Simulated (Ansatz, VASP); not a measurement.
# As2S: VASP beside Ansatz

Contents of POSCAR:

```
As2S
1.0
    4.2570293928      0.0000000000      0.0000000000
    0.0000000000      4.2570293928      0.0000000000
    0.0000000000      0.0000000000      6.4953822725
As S
4 2
Direct
    0.0000000000      0.0000000000      0.0000000000
    0.5000000000      0.5000000000      0.0000000000
    0.0000000000      0.5000000000      0.2700000000
    0.5000000000      0.0000000000      0.7300000000
    0.0000000000      0.5000000000      0.7000000000
    0.5000000000      0.0000000000      0.3000000000
```

The input INCAR.step1:

```
PREC = Accurate
ENCUT = 600
ISMEAR = 0
SIGMA = 0.1
LREAL = False
LASPH = True
NELM = 60
GGA = PE
ALGO = Normal
EDIFF = 1E-4
LWAVE = True
LCHARG = False
```

File INCAR.step2:

```
PREC = Accurate
ENCUT = 600
EDIFF = 1E-7
ISMEAR = 0
SIGMA = 0.1
LREAL = False
LASPH = True
NELM = 60
ALGO = Normal
ISIF = 3
LWAVE = False
LCHARG = False
METAGGA = R2SCAN
LMIXTAU = True
IBRION = 2
NSW = 90
EDIFFG = -0.04
ISTART = 1
```

Contents of KPOINTS:

```
regular mesh
0
Gamma
  4 4 4
```

Input for Ansatz:

```yaml
crystal:
  lattice:
    - [4.2570293928, 0.0, 0.0]
    - [0.0, 4.2570293928, 0.0]
    - [0.0, 0.0, 6.4953822725]
  atoms:
    - { symbol: As, position: [0.0, 0.0, 0.0] }
    - { symbol: As, position: [0.5, 0.5, 0.0] }
    - { symbol: As, position: [0.0, 0.5, 0.27] }
    - { symbol: As, position: [0.5, 0.0, 0.73] }
    - { symbol: S, position: [0.0, 0.5, 0.7] }
    - { symbol: S, position: [0.5, 0.0, 0.3] }
basis:
  ecutwfc: 500
kpoints:
  mp_grid: { grid: [4, 4, 4] }
hamiltonian:
  xc: r2scan
scf:
  occupations: { method: gaussian, width: 0.1 }
  lower_state_search: "off"
output:
  forces: true
  stress: true
  eigenvalues: true
relax:
  adjacent_minimum: "off"
  f_tol: 0.04
  max_steps: 70
  cell: { stress_tol: 0.4 }
```

Alike in both runs: task relaxation of cell and atoms; functional r2SCAN; k mesh 4 × 4 × 4; occupations gaussian, width 0.1 eV; no spin polarisation.

|  | VASP | Ansatz |
| --- | --- | --- |
| version | VASP 6.6.1 | Ansatz 0.2.0 |
| potentials or method | VASP PAW PBE potentials, release 64 (As, S), cutoff 600 eV | scalar-relativistic, plane waves, PAW |
| valence electrons in the cell | 32 | 72 |

|  | VASP | Ansatz | Ansatz less VASP |
| --- | --- | --- | --- |
| gap on the k mesh at the Fermi level, each at its own relaxed structure (eV) | none | none | - |
| relaxed volume (Å³/atom) | 21.19 | 21.17 | -0.016 |
| relaxed length of the cell vector where the two differ most in proportion (Å) | 5.189 | 5.194 | +0.0056 |

VASP's potentials were made for PBE, not for r2SCAN. A gap of «none» marks a metal or a gap that the smearing closes. VASP's potentials hold 32 valence electrons a cell and Ansatz's 72, so a difference there can come from the potentials and not from the codes.

The k mesh is coarse, so the values compare programs but aren't converged.
